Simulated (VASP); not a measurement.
Set up this calculation in VASP 6.6.1, as the native input.

| Quantity | Value |
| --- | --- |
| Task | single point |
| Functional | PBE |
| Potentials or basis | VASP PAW PBE potentials, release 64 (Pd, Pt, Se) |
| Cutoff | 520 eV |
| k mesh | 6 × 6 × 6 |
| Occupations | gaussian, width 0.02 eV |
| Spin | no spin polarisation |
| Dipole correction | no |
| Further INCAR settings | ALGO = Normal; EDIFF = 1e-07; NBANDS = 43 |

The structure of PdPt2Se6 lies in POSCAR:

```
PdPt2Se6
1.0
    3.2471099218      1.8747197874      6.2487596000
   -3.2471099218      1.8747197874      6.2487596000
    0.0000000000     -3.7494395749      6.2487596000
Pd Pt Se
1 2 6
Direct
    0.0000000000      0.0000000000      0.0000000000
    0.6667190000      0.6667190000      0.6667190000
    0.3332810000      0.3332810000      0.3332810000
    0.5967720000      0.2639060000      0.9301240000
    0.2639060000      0.9301240000      0.5967720000
    0.9301240000      0.5967720000      0.2639060000
    0.0698760000      0.4032280000      0.7360940000
    0.7360940000      0.0698760000      0.4032280000
    0.4032280000      0.7360940000      0.0698760000
```

One way to write it, as run:

INCAR

```
SYSTEM = PdPt2Se6
ALGO     = Normal         ! electronic algorithm
EDIFF    = 1E-7           ! SCF threshold, eV
ENCUT    = 520            ! plane-wave cutoff, eV
GGA      = PE             ! functional
ISIF     = 2              ! what is computed and relaxed
ISMEAR   = 0              ! smearing method
LASPH    = .TRUE.         ! aspherical terms in the spheres
LCHARG   = .FALSE.        ! write CHGCAR
LREAL    = .FALSE.        ! projectors in reciprocal space
LWAVE    = .FALSE.        ! write WAVECAR
NBANDS   = 43             ! bands
NELM     = 100            ! most SCF steps
PREC     = Accurate       ! precision mode
SIGMA    = 0.02           ! smearing width, eV
```

KPOINTS

```
k-points
0
G
  6 6 6
  0 0 0
```

Potentials or basis: VASP PAW PBE potentials, release 64 (Pd, Pt, Se).

The run is started by

```bash
$ cat potpaw_PBE.64/Pd/POTCAR potpaw_PBE.64/Pt/POTCAR potpaw_PBE.64/Se/POTCAR > POTCAR
$ mpirun -np 1 vasp_std > vasp.out
```

It gave:

- Pressure: 0.0 GPa
- Band gap on the k mesh: 0.55 eV (least direct gap 0.78 eV)

Caveat: spin-orbit coupling is left out, which moves the levels of the heavy elements.

Wall time 4.6 min on 1 thread of AMD EPYC 9R45 96-Core Processor (Zen 5), with other jobs on the host, peak memory 0.6 GiB.
